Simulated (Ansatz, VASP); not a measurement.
Two plane-wave programs on Cl

```
Cl
1.0
     3.12000   -2.24000    0.00000
     3.12000    2.24000    0.00000
     0.00000    0.00000    8.26000
Cl
4
Direct
  0.11332 0.88668 0.10567
  0.61332 0.38668 0.39433
  0.88668 0.11332 0.89433
  0.38668 0.61332 0.60567
```

Alike in both runs: functional PBE; k mesh 8 × 8 × 4; occupations fermi-dirac, width 0.05 eV; no spin polarisation.

Ansatz relaxed the structure, and its values are those at the end. VASP's run is a single point on that final structure, the one shown.

|  | VASP | Ansatz |
| --- | --- | --- |
| version | VASP 6.6.1 | Ansatz 0.2.0 |
| potentials or method | VASP PAW PBE potentials, release 64 (Cl) | plane-wave PAW, scalar-relativistic |
| plane-wave cutoff (eV) | 520 | 420 |
| valence electrons in the cell | 28 | 28 |

```tsv
	VASP	Ansatz	Ansatz less VASP
gap on the k mesh at the Fermi level (eV)	2.41	2.36	-0.047
pressure (GPa)	0.3	0.7	+0.37
rms of the force components (eV/Å)	0.103	0.001	-0.1014
```

The functional is the same, so the differences come from potentials, cutoffs and numerics. Ansatz's warnings: stress scf threshold loose.
